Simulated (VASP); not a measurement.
Wanted: the native input for a VASP 6.6.1 run.

| Quantity | Value |
| --- | --- |
| Task | single point |
| Functional | PBE |
| Potentials or basis | VASP PAW PBE potentials, release 64 (Zr_sv, B) |
| Cutoff | 520 eV |
| k mesh | 1 × 1 × 16 |
| Occupations | gaussian, width 0.05 eV |
| Spin | collinear spin, ferromagnetic start |
| Starting moments | [1.5, 0.5] μB |
| Dipole correction | no |
| Further INCAR settings | ALGO = Normal; EDIFF = 1e-06; NBANDS = 18 |

The structure of ZrB lies in POSCAR:

```
ZrB
1.0
   10.0000000000      0.0000000000      0.0000000000
    0.0000000000      9.3000000000      0.0000000000
    0.0000000000      0.0000000000      3.9723218581
Zr B
1 1
Direct
    0.4503459768      0.5000000000      0.0000000000
    0.5496540232      0.5000000000      0.5000000000
```

One way to write it, as run:

INCAR

```
SYSTEM = ZrB
PREC = Accurate
ENCUT = 520
EDIFF = 1E-6
ISMEAR = 0
SIGMA = 0.05
LREAL = .FALSE.
LASPH = .TRUE.
NELM = 150
ALGO = Normal
ISIF = 2
LWAVE = .FALSE.
LCHARG = .FALSE.
ISPIN = 2
MAGMOM = 1.5 0.5
LORBIT = 11
LMAXMIX = 4
GGA = PE
NBANDS = 18
```

KPOINTS

```
regular mesh
0
G
  1 1 16
  0 0 0
```

Potentials or basis: VASP PAW PBE potentials, release 64 (Zr_sv, B).

Launch:

```console
$ cat potpaw_PBE.64/Zr_sv/POTCAR potpaw_PBE.64/B/POTCAR > POTCAR
$ mpirun -np 1 vasp_std > vasp.out
```

It gave:

- Largest force: 0.074 eV/Å
- Net moment: 0.14 μB per cell
- Site moments: Zr +0.05; B +0.01 μB
- Valence electrons inside the program's atomic spheres: Zr 9.88; B 1.66

It took 4.7 min on 1 thread of Intel Xeon 6975P-C, on a shared host, peak memory 0.57 GiB.
